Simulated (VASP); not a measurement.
PbS:

```xyz
4
Lattice="2.0800 -5.9913 0.0000 2.0800 5.9913 0.0000 0.0000 0.0000 4.2793" Properties=species:S:1:pos:R:3 pbc="T T T"
Pb    2.0800   -4.4268    3.2095
Pb    2.0800    4.4268    1.0698
S     2.0800   -1.7399    3.2095
S     2.0800    1.7399    1.0698
```

```yaml
Program: VASP 6.6.1
Task: relaxation of cell and atoms
Functional: PBE
Dispersion: D3(BJ)
Potentials_or_basis: VASP PAW PBE potentials, release 64 (Pb_d, S)
Cutoff: 600 eV
k_mesh: 6 × 6 × 6
Occupations: fermi-dirac, width 0.02 eV
Spin: no spin polarisation
```

At the start: pressure -1.0 GPa; volume 26.66 Å³/atom.

Task: Where does the relaxation end?

Result: Over 20 steps the energy falls by 5.9 meV/atom and the volume is 25.52 Å³/atom (-4.3 %); space group Cmcm (No. 63, to 0.1 Å) before and after.

Step by step:
```tsv
step	energy change (eV)	largest force (eV/Å)	pressure (GPa)	volume (Å³)
1	0.0000	0.1006	-1.02	106.65
2	-0.0093	0.1714	0.19	104.05
3	-0.0093	0.1687	0.14	104.14
4	-0.0134	0.1052	0.06	103.82
5	-0.0169	0.0351	-0.11	103.07
6	-0.0195	0.0401	-0.09	102.74
7	-0.0224	0.0521	-0.02	102.02
8	-0.0225	0.0556	0.00	101.87
9	-0.0229	0.0349	0.03	101.92
10	-0.0232	0.0341	0.08	101.99
11	-0.0234	0.0254	-0.02	102.18
12	-0.0234	0.0196	-0.08	102.31
13	-0.0235	0.0161	-0.04	102.25
14	-0.0235	0.0133	-0.01	102.20
15	-0.0236	0.0155	0.01	102.15
16	-0.0236	0.0184	0.04	102.08
17	-0.0237	0.0109	0.00	102.11
18	-0.0237	0.0030	-0.05	102.15
19	-0.0237	0.0041	-0.04	102.13
20	-0.0237	0.0016	-0.01	102.07
```

Final structure:
```
Pb S
1.0
     2.05604   -5.81667    0.00000
     2.05604    5.81667    0.00000
     0.00000    0.00000    4.26736
Pb S
2 2
Direct
  0.87295 0.12705 0.75000
  0.12705 0.87295 0.25000
  0.64043 0.35957 0.75000
  0.35957 0.64043 0.25000
```
